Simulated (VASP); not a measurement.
A run of VASP 6.6.1 is set up as follows.

The input INCAR:

```
SYSTEM = Nb
PREC = Accurate
ENCUT = 520
EDIFF = 1E-7
ISMEAR = -1
SIGMA = 0.1
LREAL = .False.
LASPH = .True.
NELM = 80
ALGO = Normal
ISIF = 2
LWAVE = .False.
LCHARG = .False.
GGA = PE
NBANDS = 12
```

KPOINTS

```
Automatic mesh
0
Gamma
  19 19 19
  0 0 0
```

POSCAR

```
Nb
1.0
    0.0000000000      1.7775794373      1.7775794373
    1.7775794373      0.0000000000      1.7775794373
    1.7775794373      1.7775794373      0.0000000000
Nb
1
Direct
    0.0000000000      0.0000000000      0.0000000000
```

Potentials or basis: VASP PAW PBE potentials, release 64 (Nb_sv).

The run is started by

```bash
$ cat potpaw_PBE.64/Nb_sv/POTCAR > POTCAR
$ mpirun -np 1 vasp_std > vasp.out
```

(1) Estimate the pressure.

## Answers

(1) 200.3 GPa.
